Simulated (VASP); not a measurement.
Set up this calculation in VASP 6.6.1, as the native input.

```
Task                   : single point
Functional             : LDA
Potentials or basis    : VASP PAW LDA potentials, release 64 (Cs_sv, H)
Cutoff                 : 520 eV
k mesh                 : 6 × 6 × 6
Occupations            : gaussian, width 0.02 eV
Spin                   : no spin polarisation
Dipole correction      : no
Further INCAR settings : ALGO = Normal; EDIFF = 1e-06; NBANDS = 18
```

The structure of CsH lies in POSCAR:

```
CsH
1.0
    3.0462570287      3.0462570287      0.0000000000
   -3.0462570287      3.0462570287      0.0000000000
    0.0000000000      0.0000000000      6.2242811912
Cs H
2 2
Direct
    0.0000000000      0.0000000000      0.0000000000
    0.5000000000      0.5000000000      0.5000000000
    0.5000000000      0.5000000000      0.0000000000
    0.0000000000      0.0000000000      0.5000000000
```

This cell differs from its parent crystal: uniaxial strain along c: +2.0 %, then relaxed in part.

One way to write it, as run:

INCAR

```
SYSTEM = CsH
PREC = Accurate
ENCUT = 520
EDIFF = 1E-6
ISMEAR = 0
SIGMA = 0.02
LREAL = .FALSE.
LASPH = .TRUE.
NELM = 100
ALGO = Normal
ISIF = 2
LWAVE = .FALSE.
LCHARG = .FALSE.
GGA = CA
NBANDS = 18
```

KPOINTS

```
regular mesh
0
G
  6 6 6
  0 0 0
```

Potentials or basis: VASP PAW LDA potentials, release 64 (Cs_sv, H).

Command:

```console
$ cat potpaw_LDA.64/Cs_sv/POTCAR potpaw_LDA.64/H/POTCAR > POTCAR
$ mpirun -np 1 vasp_std > vasp.out
```

Results of the run:

```json
{
 "Pressure": "-0.2 GPa",
 "Band gap on the k mesh": "1.75 eV"
}
```

Caveat: the cell differs from its parent crystal (uniaxial strain along c: +2.0 %, then relaxed in part); spin-orbit coupling is left out, which moves the levels of the heavy elements.

Wall time 37 s on 1 thread of Intel(R) Xeon(R) Platinum 8559C (Emerald Rapids), on a shared host, peak memory 0.22 GiB.
